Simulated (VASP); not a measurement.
Here is a VASP 6.6.1 calculation.

The input INCAR:

```
SYSTEM = Ta5HC
  PREC = Accurate
  ENCUT = 520
  EDIFF = 1E-6
  ISMEAR = 0
  SIGMA = 0.1
  LREAL = .FALSE.
  LASPH = .TRUE.
  NELM = 100
  ALGO = Normal
  ISIF = 2
  LWAVE = .FALSE.
  LCHARG = .FALSE.
  LDIPOL = .TRUE.
  IDIPOL = 3
  DIPOL = 0.5 0.5 0.504
  GGA = PS
  NBANDS = 39
```

File KPOINTS:

```
Automatic mesh
0
G
  9 9 1
  0 0 0
```

Contents of POSCAR:

```
Ta5HC
1.0
    3.2805195243      0.0000000000      0.0000000000
    0.0000000000      3.2805195243      0.0000000000
    0.0000000000      0.0000000000     26.6610390486
Ta C H
5 1 1
Direct
    0.5000000000      0.5000000000      0.3188172818
    0.0000000000      0.0000000000      0.3803400064
    0.5000000000      0.5000000000      0.4407753646
    0.0000000000      0.0000000000      0.5035015437
    0.5000000000      0.5000000000      0.5667794750
    0.5000000000      0.5000000000      0.6393746303
    0.5000000000      0.5000000000      0.6806667551
```

Potentials or basis: VASP PAW PBE potentials, release 64 (Ta_pv, C, H).

Command:

```sh
$ cat potpaw_PBE.64/Ta_pv/POTCAR potpaw_PBE.64/C/POTCAR potpaw_PBE.64/H/POTCAR > POTCAR
$ mpirun -np 1 vasp_std > vasp.out
```

(1) Estimate the largest force.

(2) Predict the band gap on the k mesh.

Results:

(1) 1.485 eV/Å.

(2) zero (bands 30 and 31 overlap by 0.89 eV).

Caveat: the PAW data sets were made with another functional, which shifts forces and pressure a little; spin-orbit coupling is left out, which moves the levels of the heavy elements.
